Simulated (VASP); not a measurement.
Runs of VASP 6.6.1 on Ir. The structure is that of space group Fd-3m (No. 227), or close to it. The cells are those of the table. 

```tsv
cell	k mesh	gap on the mesh (eV)	pressure (GPa)
a = 3.939 Å, angles 60.0°, 2 atoms	10 × 10 × 10	none	-0.3
a = 3.774 Å, angles 60.0°, 2 atoms	11 × 11 × 11	none	30.7
a = 3.831 Å, angles 60.0°, 2 atoms	11 × 11 × 11	none	(b)
a = 4.090 Å, angles 60.0°, 2 atoms	11 × 11 × 11	none	-15.6
a = 3.939 Å, angles 60.0°, 2 atoms	11 × 11 × 11	none	-0.4
a = 3.885 Å, angles 60.0°, 2 atoms	11 × 11 × 11	none	(a)
a = 4.041 Å, angles 60.0°, 2 atoms	11 × 11 × 11	none	(c)
a = 3.991 Å, angles 60.0°, 2 atoms	11 × 11 × 11	none	-6.8
```

Alike in all rows: task single point; level PBE; potentials or basis VASP PAW PBE potentials, release 64 (Ir); no spin polarisation; cutoff (eV) 520; smearing fermi-dirac 0.1 eV.

Task: Fill in the values left out.

Result: (a) 7.6; (b) 17.9; (c) -11.8.

Caveats: spin-orbit coupling is left out, which moves the levels of the heavy elements.

A k mesh can miss the band edges, and the runs leave out spin-orbit coupling on Ir.

A gap of «none» marks levels without a gap at the run's occupations.
